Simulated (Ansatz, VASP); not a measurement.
## GdIn: VASP beside Ansatz

INCAR

```
SYSTEM = GdIn
PREC = Accurate
ENCUT = 520
EDIFF = 1E-6
ISMEAR = -1
SIGMA = 0.1
LREAL = .False.
LASPH = .True.
NELM = 150
ALGO = Normal
ISIF = 2
LWAVE = .False.
LCHARG = .False.
ISPIN = 2
MAGMOM = 7 0
LORBIT = 11
LMAXMIX = 6
GGA = PS
NBANDS = 26
```

The input KPOINTS:

```
regular mesh
0
Gamma
  8 8 8
  0 0 0
```

POSCAR

```
GdIn
1.0
    3.9051171099      0.0000000000      0.0000000000
    0.0000000000      3.9051171099      0.0000000000
    0.0000000000      0.0000000000      3.9051171099
Gd In
1 1
Direct
    0.0000000000      0.0000000000      0.0000000000
    0.5000000000      0.5000000000      0.5000000000
```

Input for Ansatz:

```yaml
crystal:
  lattice:
    - [3.9051171098770885, 0.0, 0.0]
    - [0.0, 3.9051171098770885, 0.0]
    - [0.0, 0.0, 3.9051171098770885]
  atoms:
    - { symbol: Gd, position: [0.0, 0.0, 0.0], spin: 7.0 }
    - { symbol: In, position: [0.5, 0.5, 0.5] }
kpoints:
  mp_grid:
    grid: [8, 8, 8]
hamiltonian:
  xc: pbesol
  pseudopotentials:
    kind: all_electron
    lapw:
      basis_error: 0.001
magnetization:
  spin_polarized: true
scf:
  occupations:
    method: fermi_dirac
    width: 0.1
```

Alike in both runs: task single point; functional PBEsol; k mesh 8 × 8 × 8; occupations fermi-dirac, width 0.1 eV; collinear spin.

```csv
,VASP,Ansatz
version,VASP 6.6.1,Ansatz 0.2.0
potentials or method,"VASP PAW PBE potentials, release 64 (Gd, In_d), cutoff 520 eV",all-electron (LAPW or listed datasets)
```

VASP gave:

| Property | Result |
| --- | --- |
| net moment per atom (μB) | 3.58 |
| size of the moment on the site where the two differ most (μB) | 6.79 |

Task: What did Ansatz give for the same quantities?

Result: net moment per atom (μB): 3.58; size of the moment on the site where the two differ most (μB): 7.08.

VASP's potentials were made for PBE, not for PBEsol. Site moments also hang on the region over which each program counts them. Ansatz ran all-electron here, and VASP with PAW potentials.

Spin-orbit coupling is off throughout.
